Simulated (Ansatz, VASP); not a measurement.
Two plane-wave programs on BN

```
B N
1.0
     1.14048   -4.25834    0.00000
     1.14048    4.25834    0.00000
     0.00000    0.00000    2.28075
B N
1 1
Direct
  0.00000 0.00000 0.00000
  0.50000 0.50000 0.50000
```

Alike in both runs: functional PBE; k mesh 24 × 24 × 24; occupations gaussian, width 0.1 eV; no spin polarisation.

Ansatz relaxed the structure, and its values are those at the end. VASP's run is a single point on that final structure, the one shown.

|  | VASP | Ansatz |
| --- | --- | --- |
| version | VASP 6.6.1 | Ansatz 0.2.0 |
| potentials or method | VASP PAW PBE potentials, release 64 (B, N), cutoff 520 eV | scalar-relativistic, plane waves, PAW |
| valence electrons in the cell | 8 | 8 |

Ansatz gave:

```
gap on the k mesh at the Fermi level (eV) : none
pressure (GPa)                            : 0.0
```

**Question.** Estimate VASP's values.

**Answer.** gap on the k mesh at the Fermi level (eV): none; pressure (GPa): 0.1.

A gap of «none» marks a metal or a gap that the smearing closes.
